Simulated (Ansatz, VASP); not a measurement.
This is a calculation of ZnMo3 for VASP 6.6.1.

INCAR

```
PREC     = Accurate       # precision mode
ENCUT    = 520            # plane-wave cutoff, eV
EDIFF    = 1E-6           # SCF threshold, eV
ISMEAR   = -1             # smearing method
SIGMA    = 0.05           # smearing width, eV
LREAL    = False          # projectors in reciprocal space
LASPH    = True           # aspherical terms in the spheres
NELM     = 60             # most SCF steps
ALGO     = Fast           # electronic algorithm
ISIF     = 2              # what is computed and relaxed
LWAVE    = False          # write WAVECAR
LCHARG   = False          # write CHGCAR
GGA      = PE             # functional
NBANDS   = 35             # bands
```

KPOINTS

```
Automatic mesh
0
Gamma
  7 7 7
```

Contents of POSCAR:

```
ZnMo3
1.0
    3.9431540000      0.0000000000      0.0000000000
    0.0000000000      3.9431540000      0.0000000000
    0.0000000000      0.0000000000      3.9431540000
Mo Zn
3 1
Direct
    0.4883810000      0.5005340000     -0.0000980000
    0.5046530000     -0.0060050000      0.5015940000
   -0.0012770000      0.5056620000      0.4845570000
   -0.0020950000      0.0024200000     -0.0068160000
```

Potentials or basis: VASP PAW PBE potentials, release 64 (Mo_sv, Zn).

Run with:

```console
$ cat potpaw_PBE.64/Mo_sv/POTCAR potpaw_PBE.64/Zn/POTCAR > POTCAR
$ mpirun -np 1 vasp_std > vasp.out
```

Q: Translate it to Ansatz 0.2.0. Potentials there: Ansatz PAW.

A: As run (the cutoff follows the program's own potentials):

Contents of input.yaml:

```yaml
crystal:
  lattice:
    - [3.943154, 0.0, 0.0]
    - [0.0, 3.943154, 0.0]
    - [0.0, 0.0, 3.943154]
  atoms:
    - { symbol: Mo, position: [0.488381, 0.500534, -9.8e-05] }
    - { symbol: Mo, position: [0.504653, -0.006005, 0.501594] }
    - { symbol: Mo, position: [-0.001277, 0.505662, 0.484557] }
    - { symbol: Zn, position: [-0.002095, 0.00242, -0.006816] }
hamiltonian:
  xc: pbe
  pseudopotentials: { kind: paw }
kpoints:
  mp_grid: { grid: [7, 7, 7] }
scf:
  occupations: { method: fermi_dirac, width: 0.05 }
output:
  forces: true
  stress: true
  eigenvalues: true
```

Potentials or basis: Ansatz PAW.

Run with:

```sh
$ ansatz run input.yaml --threads 2 --pin off --max-ram 5120MiB --backend cpu --events-out ev --progress --plain --runs-dir out
```

Both were run:

|  | VASP | Ansatz | Ansatz less VASP |
| --- | --- | --- | --- |
| gap on the k mesh at the Fermi level (eV) | none | none | - |
| pressure (GPa) | -0.4 | -1.0 | -0.57 |
| traceless stress, the component that is largest in VASP (GPa) | 0.14 | 0.14 | -0.002 |
| rms of the force components (eV/Å) | 0.273 | 0.271 | -0.0017 |

Atom by atom the forces differ by 0.002 eV/Å (rms over components). A gap of «none» marks a metal or a gap that the smearing closes. With one functional, cell and mesh, what is left measures potentials, basis and numerics.
